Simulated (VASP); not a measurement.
# FeO (Fm-3m) in VASP: a series of runs

FeO is run at these levels: PBE; tasks: single point.

All numbers are computed with VASP 6.6.1; they aren't measurements. Logs are shortened: lines on timing, memory, paths and dates and some standing lists are left out, and cuts for length are marked.

**The experiment to reproduce.**

“W\"ustite: Electric, thermodynamic and optical properties of FeO”, 2012, arxiv:1203.1201 quotes, for a bulk crystal of FeO: band gap 2.4 eV (optical).

The runs below are set against these values where they give the same quantity.

### 1 The cell of the first run

It takes space group Fm-3m (No. 225, cubic). Conventional cell: a = 4.090 Å, b = 4.090 Å, c = 4.090 Å, α = 90.00°, β = 90.00°, γ = 90.00°. Fe (site symmetry m-3m) has 6 O at 2.05 Å within 2.7 Å. Within 2.7 Å of O (site symmetry m-3m) lie 6 Fe at 2.05 Å.

### 2 Single point, PBE

The input, INCAR:

```
SYSTEM = FeO
PREC     = Accurate       ! precision mode
ENCUT    = 1340           ! plane-wave cutoff, eV
EDIFF    = 1E-6           ! SCF threshold, eV
ISMEAR   = 0              ! smearing method
SIGMA    = 0.05           ! smearing width, eV
LREAL    = .FALSE.        ! projectors in reciprocal space
LASPH    = .TRUE.         ! aspherical terms in the spheres
NELM     = 120            ! most SCF steps
ALGO     = Normal         ! electronic algorithm
ISIF     = 2              ! what is computed and relaxed
LWAVE    = .FALSE.        ! write WAVECAR
LCHARG   = .TRUE.         ! write CHGCAR
GGA      = PE             ! functional
LELF     = .TRUE.         ! ELF
LVHAR    = .TRUE.       
NBANDS   = 18             ! bands
GGA_COMPAT= .FALSE.
```

The input, KPOINTS:

```
Automatic mesh
0
G
  14 14 14
  0 0 0
```

The input, POSCAR:

```
FeO
1.0
    0.0000000000      2.0451956301      2.0451956301
    2.0451956301      0.0000000000      2.0451956301
    2.0451956301      2.0451956301      0.0000000000
Fe O
1 1
Direct
    0.0000000000      0.0000000000      0.0000000000
    0.5000000000      0.5000000000      0.5000000000
```

Potentials or basis: VASP PAW PBE potentials, release 64 (Fe_sv, O_h).

Run with:

```
cat potpaw_PBE.64/Fe_sv/POTCAR potpaw_PBE.64/O_h/POTCAR > POTCAR
mpirun -np 1 vasp_std > vasp.out
```

OUTCAR:

```text
SYSTEM = FeO
   PREC = Accurate
   ENCUT = 1340
   EDIFF = 1E-6
   ISMEAR = 0
   LREAL = .FALSE.
   LASPH = .TRUE.
   NELM = 120
   ISIF = 2
   GGA = PE

 ion  position               nearest neighbor table
   1  0.000  0.000  0.000-
   2  0.500  0.500  0.500-

  LATTYP: Found a face centered cubic cell.
 ALAT       =     4.0903912602

  Lattice vectors:

 A1 = (   0.0000000000,   2.0451956301,   2.0451956301)
 A2 = (   2.0451956301,   0.0000000000,   2.0451956301)
 A3 = (   2.0451956301,   2.0451956301,   0.0000000000)

Analysis of symmetry for initial positions (statically):
=====================================================================
 Subroutine PRICEL returns:
 Original cell was already a primitive cell.

 Routine SETGRP: Setting up the symmetry group for a
 face centered cubic supercell.

 Subroutine GETGRP returns: Found 48 space group operations
 (whereof 48 operations were pure point group operations)
 out of a pool of 48 trial point group operations.

The static configuration has the point symmetry O_h .

Analysis of symmetry for dynamics (positions and initial velocities):
=====================================================================
 Subroutine PRICEL returns:
 Original cell was already a primitive cell.

 Routine SETGRP: Setting up the symmetry group for a
 face centered cubic supercell.

 Subroutine GETGRP returns: Found 48 space group operations
 (whereof 48 operations were pure point group operations)
 out of a pool of 48 trial point group operations.

The dynamic configuration has the point symmetry O_h .

 Subroutine INISYM returns: Found 48 space group operations
 (whereof 48 operations are pure point group operations),
 and found     1 'primitive' translations

----------------------------------------------------------------------------------------

                                     Primitive cell

  volume of cell :      17.1094

  direct lattice vectors                    reciprocal lattice vectors
     0.000000000  2.045195630  2.045195630    -0.244475390  0.244475390  0.244475390
     2.045195630  0.000000000  2.045195630     0.244475390 -0.244475390  0.244475390
     2.045195630  2.045195630  0.000000000     0.244475390  0.244475390 -0.244475390

  length of vectors
     2.892343398  2.892343398  2.892343398     0.423443797  0.423443797  0.423443797

  position of ions in fractional coordinates (direct lattice)
     0.000000000  0.000000000  0.000000000
     0.500000000  0.500000000  0.500000000

  ion indices of the primitive-cell ions
   primitive index   ion index
                 1           1
                 2           2

----------------------------------------------------------------------------------------

 KPOINTS: Automatic mesh

Automatic generation of k-mesh.
 Grid dimensions read from file:
 generate k-points for:   14   14   14

 Generating k-lattice:

  Cartesian coordinates                     Fractional coordinates (reciprocal lattice)
    -0.017462528  0.017462528  0.017462528     0.071428571  0.000000000  0.000000000
     0.017462528 -0.017462528  0.017462528     0.000000000  0.071428571  0.000000000
     0.017462528  0.017462528 -0.017462528     0.000000000  0.000000000  0.071428571

  Length of vectors
     0.030245986  0.030245986  0.030245986

  Shift w.r.t. Gamma in fractional coordinates (k-lattice)
     0.000000000  0.000000000  0.000000000

 Subroutine IBZKPT returns following result:
 ===========================================

 Found    104 irreducible k-points:

 Following reciprocal coordinates:
            Coordinates               Weight
  0.000000  0.000000  0.000000      1.000000
  0.071429  0.000000  0.000000      8.000000
  0.142857  0.000000  0.000000      8.000000
  0.214286  0.000000  0.000000      8.000000
  0.285714  0.000000  0.000000      8.000000
  0.357143  0.000000  0.000000      8.000000
[... 16 lines left out ...]
  0.214286  0.142857  0.000000     24.000000
  0.285714  0.142857  0.000000     24.000000
 [... further k-points ...]
   k-points           NKPTS =    104   k-points in BZ     NKDIM =    104   number of bands    NBANDS=     18
   number of dos      NEDOS =    301   number of ions     NIONS =      2
   total plane-waves  NPLWV =  46656
   dimension x,y,z NGX =    36 NGY =   36 NGZ =   36
   dimension x,y,z NGXF=    72 NGYF=   72 NGZF=   72
   ions per type =               1   1
   NGX,Y,Z   is equivalent  to a cutoff of  20.69, 20.69, 20.69 a.u.
   NGXF,Y,Z  is equivalent  to a cutoff of  41.38, 41.38, 41.38 a.u.
 SYSTEM =  FeO
   PREC   = accura    normal or accurate (medium, high low for compatibility)
   ISTART =      0    job   : 0-new  1-cont  2-samecut
   ICHARG =      2    charge: 1-file 2-atom 10-const
   ISPIN  =      1    spin polarized calculation?
   LNONCOLLINEAR =      F non collinear calculations
   LSORBIT =      F    spin-orbit coupling
   LASPH  =      T    aspherical Exc in radial PAW
   ENCUT  = 1340.0 eV  98.49 Ry    9.92 a.u.   8.63  8.63  8.63*2*pi/ulx,y,z
   NELM   =    120;   NELMIN=  2; NELMDL= -5     # of ELM steps
   EDIFF  = 0.1E-05   stopping-criterion for ELM
   LREAL  =      F    real-space projection
   EDIFFG = 0.1E-04   stopping-criterion for IOM
   NSW    =      0    number of steps for IOM
   IBRION =     -1    ionic relax: 0-MD 1-quasi-New 2-CG
   NFREE  =      0    steps in history (QN), initial steepest desc. (CG)
   ISIF   =      2    stress and relaxation
   ISYM   =      2    0-nonsym 1-usesym 2-fastsym
   POTIM  = 0.5000    time-step for ionic-motion
   TEBEG  =    0.0;   TEEND  =   0.0 temperature during run
   PSTRESS=    0.0 pullay stress
   NELECT =      22.0000    total number of electrons
   NUPDOWN=      -1.0000    fix difference up-down
   EMIN   =  10.00;   EMAX   =-10.00  energy-range for DOS
   EFERMI =   0.00;   METHOD = LEGACY
   ISMEAR =     0;   SIGMA  =   0.05  broadening in eV -4-tet -1-fermi 0-gaus
   EFERMI_NEDOS =   21; number of points for ismear=-14 and -15
   IALGO  =     38    algorithm
   IMIX   =      4    mixing-type and parameters
     AMIX     =   0.40;   BMIX     =  1.00
     AMIX_MAG =   1.60;   BMIX_MAG =  1.00
  volume/ion in A,a.u.               =       8.55        57.73
  Fermi-wavevector in a.u.,A,eV,Ry     =   1.780208  3.364106 43.118799  3.169142
  Thomas-Fermi vector in A             =   2.845046
   LORBIT       =      0    0 simple, 1 ext, 2 COOP (PROOUT), +10 PAW based schemes
   GGA     = PE    functional components
   LHFCALC =     F    Hartree Fock is set to
   AEXX    =    0.0000 exact exchange contribution
   IVDW    =     0    specifies the selected vdW correction
   LEPSILON=     F    determine dielectric tensor
   LRPA    =     F    only Hartree local field effects (RPA)
 non-spin polarized calculation
 Gauss-broadening in eV      SIGMA  =   0.05
  energy-cutoff  :     1340.00
  volume of cell :       17.11
 maximum number of plane-waves:      1924
   NGX = 17   NGY = 17   NGZ = 17

 number of electron      21.9999999 magnetization

 Free energy of the ion-electron system (eV)
  ---------------------------------------------------
  ext. energy  EPLUGINS =         0.00000000
  ---------------------------------------------------
  free energy    TOTEN  =       -13.89487005 eV

  energy without entropy =      -13.88504014  energy(sigma->0) =      -13.88995509

 E-fermi :  12.0485     XC(G=0): -13.5195

 val. band max:       12.0461470634   @ k =  -0.4286   0.3571   0.1429
 cond. band min:      12.0488390552   @ k =   0.3571   0.3571   0.0000
 fundamental gap:      0.0026919918
 Fermi energy:        12.0484935512

 k-point     1 :       0.0000    0.0000    0.0000
  band No.  band energies     occupation
      1     -74.8978      2.00000
      2     -40.9697      2.00000
      3     -40.9697      2.00000
      4     -40.9697      2.00000
      5      -9.8658      2.00000
      6       7.7127      2.00000
[... 10 lines left out ...]
     17      31.5720      0.00000
     18      31.5720      0.00000

 k-point     2 :       0.0714    0.0000    0.0000
  band No.  band energies     occupation
      1     -74.8971      2.00000
      2     -40.9757      2.00000
      3     -40.9704      2.00000
      4     -40.9704      2.00000
      5      -9.8014      2.00000
      6       7.3026      2.00000
[... 10 lines left out ...]
     17      31.4523      0.00000
     18      31.8769      0.00000

 k-point     3 :       0.1429    0.0000    0.0000
  band No.  band energies     occupation
      1     -74.8953      2.00000
      2     -40.9924      2.00000
      3     -40.9724      2.00000
      4     -40.9724      2.00000
      5      -9.6162      2.00000
      6       6.3607      2.00000
[... 10 lines left out ...]
     17      30.9419      0.00000
     18      32.4725      0.00000

 k-point     4 :       0.2143    0.0000    0.0000
  band No.  band energies     occupation
      1     -74.8926      2.00000
      2     -41.0166      2.00000
      3     -40.9752      2.00000
      4     -40.9752      2.00000
      5      -9.3352      2.00000
      6       5.2588      2.00000
[... 375 lines left out ...]
      4     -40.9778      2.00000
      5      -9.5475      2.00000
      6       5.8042      2.00000
[... 10 lines left out ...]
     17      30.2241      0.00000
     18      31.1574      0.00000

 k-point    23 :       0.2143    0.1429    0.0000
  band No.  band energies     occupation
      1     -74.8924      2.00000
      2     -41.0063      2.00000
      3     -40.9817      2.00000
      4     -40.9804      2.00000
      5      -9.3557      2.00000
      6       5.1728      2.00000
[... 10 lines left out ...]
     17      29.7286      0.00000
     18      30.7948      0.00000

 k-point    24 :       0.2857    0.1429    0.0000
  band No.  band energies     occupation
      1     -74.8898      2.00000
      2     -41.0281      2.00000
      3     -40.9855      2.00000
      4     -40.9835      2.00000
      5      -9.0917      2.00000
      6       4.5112      2.00000
[... 10 lines left out ...]
     17      29.0841      0.00000
     18      31.5311      0.00000

 [... further k-points ...]

------------------------ aborting loop because EDIFF is reached ----------------------------------------

  FORCE on cell =-STRESS in cart. coord.  units (eV):
  Direction    XX          YY          ZZ          XY          YZ          ZX
  --------------------------------------------------------------------------------------
  -------------------------------------------------------------------------------------
  Total       -0.0610851     -0.0610851     -0.0610851      0.0000000      0.0000000      0.0000000
  in kB       -5.7202043     -5.7202043     -5.7202043      0.0000000      0.0000000      0.0000000
  external PRESSURE =      -5.7202043 kB  Pullay stress =       0.0000000 kB

 VOLUME and BASIS-vectors are now :
 -----------------------------------------------------------------------------
  energy-cutoff  :     1340.00
  volume of cell :       17.11
      direct lattice vectors                 reciprocal lattice vectors
     0.000000000  2.045195630  2.045195630    -0.244475390  0.244475390  0.244475390
     2.045195630  0.000000000  2.045195630     0.244475390 -0.244475390  0.244475390
     2.045195630  2.045195630  0.000000000     0.244475390  0.244475390 -0.244475390

 POSITION                                       TOTAL-FORCE (eV/Angst)
 -----------------------------------------------------------------------------------
      0.00000      0.00000      0.00000         0.000000      0.000000      0.000000
      2.04520      2.04520      2.04520        -0.000000      0.000000     -0.000000
 -----------------------------------------------------------------------------------
    total drift:                                0.000000      0.000000      0.000000

  FREE ENERGIE OF THE ION-ELECTRON SYSTEM (eV)
  ---------------------------------------------------
  free  energy   TOTEN  =       -13.8948700454 eV

  energy  without entropy=      -13.8850401352  energy(sigma->0) =      -13.88995509
```

Run time: 89 s. Hardware: 1 thread of Intel Xeon Platinum 8259CL at 2.50GHz (Skylake/Cascade Lake), shared host; peak memory 0.29 GiB.

What came out:

```
Free energy            : -13.8949 eV
Pressure               : -0.6 GPa
Band gap on the k mesh : zero (bands 11 and 12 overlap by 1.10 eV)
```

Caveat: the run has no spin polarisation, though such a crystal can be magnetic; semilocal functionals often make such compounds metallic where correlation or magnetic order opens a gap, which also shifts bond lengths. Spin polarisation is off, so any magnetic state and its effect on volume and gap are missing.

(Part 1 of 2 ends here.)
